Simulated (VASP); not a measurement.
Input of a VASP 6.6.1 run:

Contents of INCAR:

```
  PREC = Accurate
  ENCUT = 600
  EDIFF = 1E-6
  ISMEAR = 1
  SIGMA = 0.05
  LREAL = False
  LASPH = True
  NELM = 100
  ALGO = Normal
  ISIF = 3
  LWAVE = False
  LCHARG = False
  GGA = PE
  IBRION = 2
  NSW = 80
  EDIFFG = -0.01
```

Contents of KPOINTS:

```
regular mesh
0
Gamma
  17 17 9
```

Contents of POSCAR:

```
Pt
1.0
    2.7700000000      0.0000000000      0.0000000000
   -1.3850000000      2.3988903685      0.0000000000
    0.0000000000      0.0000000000      4.5234100000
Pt
2
Direct
    0.3333333333      0.6666666667      0.2500000000
    0.6666666667      0.3333333333      0.7500000000
```

Potentials or basis: VASP PAW PBE potentials, release 64 (Pt).

The run is started by

```console
$ cat potpaw_PBE.64/Pt/POTCAR > POTCAR
$ mpirun -np 1 vasp_std > vasp.out
```

Task: What does it give for the band gap on the k mesh?

Result: Zero (band 10 reaches 10.90 eV, above the bottom of band 11 at 9.70 eV).

Task: Predict the space group after relaxing (to 0.05 Å).

Result: P6_3/mmc (No. 194).

Task: Estimate the relaxed cell.

Result: a = 2.757 Å, b = 2.757 Å, c = 4.776 Å, α = 90.00°, β = 90.00°, γ = 120.00°.

Task: Estimate the relaxed volume.

Result: 15.72 Å³/atom.

Step by step:
```csv
step,energy change (eV),largest force (eV/Å),pressure (GPa),volume (Å³)
1,0.0000,0.0000,12.19,30.06
2,0.2023,0.0000,-20.82,35.29
3,-0.0626,0.0000,-1.86,31.64
4,-0.0627,0.0000,-1.46,31.58
5,-0.0872,0.0000,-0.50,31.48
6,-0.0884,0.0000,-0.10,31.45
7,-0.0884,0.0000,-0.06,31.45
8,-0.0884,0.0000,0.14,31.42
9,-0.0884,0.0000,0.03,31.44
```

Caveat: spin-orbit coupling is left out, which moves the levels of the heavy elements.
